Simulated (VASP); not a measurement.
# Ru: single point with PBE+D3(BJ)

The system is Ru, a slab with vacuum.

```
CELL_PARAMETERS angstrom
5.39519 0.00000 0.00000
-2.69759 4.67237 0.00000
0.00000 0.00000 26.21713
ATOMIC_POSITIONS crystal
Ru 0.33333 0.16667 0.30514
Ru 0.33333 0.66667 0.30514
Ru 0.83333 0.16667 0.30514
Ru 0.83333 0.66667 0.30514
Ru 0.16667 0.33333 0.38650
Ru 0.16667 0.83333 0.38650
Ru 0.66667 0.33333 0.38650
Ru 0.66667 0.83333 0.38650
Ru 0.33436 0.16684 0.46865
Ru 0.33463 0.66749 0.46849
Ru 0.83248 0.16606 0.46855
Ru 0.83283 0.66699 0.46738
Ru 0.16869 0.33471 0.54865
Ru 0.16573 0.83217 0.54656
Ru 0.66658 0.33516 0.54674
Ru 0.66520 0.83114 0.54692
```

```
Program             : VASP 6.6.1
Task                : single point
Functional          : PBE
Dispersion          : D3(BJ)
Potentials or basis : VASP PAW PBE potentials, release 64 (Ru_pv)
Cutoff              : 400 eV
k mesh              : 4 × 4 × 1
Occupations         : gaussian, width 0.1 eV
Spin                : no spin polarisation
```

* Largest force: 0.676 eV/Å
* Band gap on the k mesh: zero (band 112 reaches 1.92 eV, above the bottom of band 113 at 0.69 eV)
* Dispersion energy per atom: -0.461 eV

Forces in eV/Å, atoms in the order of the input:
```
Ru  -0.015 -0.008  0.606
Ru  -0.009 -0.005  0.591
Ru   0.016  0.003  0.593
Ru   0.010  0.012  0.607
Ru   0.002 -0.007 -0.545
Ru   0.068  0.046 -0.655
Ru   0.004 -0.079 -0.650
Ru  -0.065  0.051 -0.671
Ru  -0.178  0.054 -0.089
Ru  -0.060 -0.180 -0.038
Ru   0.158  0.102 -0.044
Ru   0.040 -0.009  0.286
Ru  -0.025 -0.028 -0.440
Ru  -0.017  0.012  0.172
Ru   0.031 -0.004  0.162
Ru   0.041  0.040  0.115
```

Levels at points of the mesh, in eV from the Fermi level:
| k point | band 112 | band 113 | band 114 | band 115 | band 116 | band 117 |
| --- | --- | --- | --- | --- | --- | --- |
| (0.00, 0.00, 0.00) | 0.98 | 1.04 | 1.05 | 1.05 | 1.16 | 1.17 |
| (0.50, 0.00, 0.00) | -0.57 | -0.09 | -0.07 | -0.03 | 0.00 | 0.02 |
| (0.00, 0.50, 0.00) | -0.57 | -0.11 | -0.05 | -0.02 | 0.00 | 0.03 |
| (0.50, 0.50, 0.00) | -0.58 | -0.10 | -0.06 | -0.02 | 0.00 | 0.03 |

It took 37 min on 1 thread of Intel(R) Xeon(R) Platinum 8175M CPU @ 2.50GHz (Skylake/Cascade Lake), with other jobs on the host, peak memory 0.72 GiB.
